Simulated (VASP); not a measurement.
A run of VASP 6.6.1:

File INCAR:

```
SYSTEM = BaTiO3
PREC     = Accurate       ! precision mode
ENCUT    = 520            ! plane-wave cutoff, eV
EDIFF    = 1E-7           ! SCF threshold, eV
ISMEAR   = 0              ! smearing method
SIGMA    = 0.02           ! smearing width, eV
LREAL    = .False.        ! projectors in reciprocal space
LASPH    = .True.         ! aspherical terms in the spheres
NELM     = 120            ! most SCF steps
ALGO     = Normal         ! electronic algorithm
ISIF     = 2              ! what is computed and relaxed
LWAVE    = .False.        ! write WAVECAR
LCHARG   = .False.        ! write CHGCAR
GGA      = PS             ! functional
IBRION   = 2              ! ionic algorithm
NSW      = 70             ! ionic steps
EDIFFG   = -0.002         ! ionic threshold
GGA_COMPAT= .False.      
NELMIN   = 4            
KPAR     = 4
```

Contents of KPOINTS:

```
Automatic mesh
0
Gamma
  8 8 8
  0 0 0
```

The input POSCAR:

```
BaTiO3
1.0
    3.9833338700      0.0000000000      0.0000000000
    0.0000000000      2.8625951100      2.8753395300
    0.0000000000     -2.8625951100      2.8753395300
Ba Ti O
1 1 3
Direct
    0.0000000000      0.0034138500      0.0034138500
    0.5000000000      0.5185038200      0.5185038200
    0.5000000000      0.9784256700      0.4913519000
    0.5000000000      0.4913519000      0.9784256700
    0.0000000000      0.4882047600      0.4882047600
```

Potentials or basis: VASP PAW PBE potentials, release 64 (Ba_sv, Ti_sv, O).

Command:

```console
$ cat potpaw_PBE.64/Ba_sv/POTCAR potpaw_PBE.64/Ti_sv/POTCAR potpaw_PBE.64/O/POTCAR > POTCAR
$ mpirun -np 4 vasp_std > vasp.out
```

Hardware: 4 MPI ranks on Intel(R) Xeon(R) Platinum 8259CL CPU @ 2.50GHz (Skylake/Cascade Lake), on a shared host.

How long does it take, and how much memory?

Run time: 2.5 min on 4 MPI ranks on Intel(R) Xeon(R) Platinum 8259CL CPU @ 2.50GHz (Skylake/Cascade Lake) (shared host), peak memory 0.3 GiB a rank. Counts: scf iterations 48, k points 105, ion steps 6.
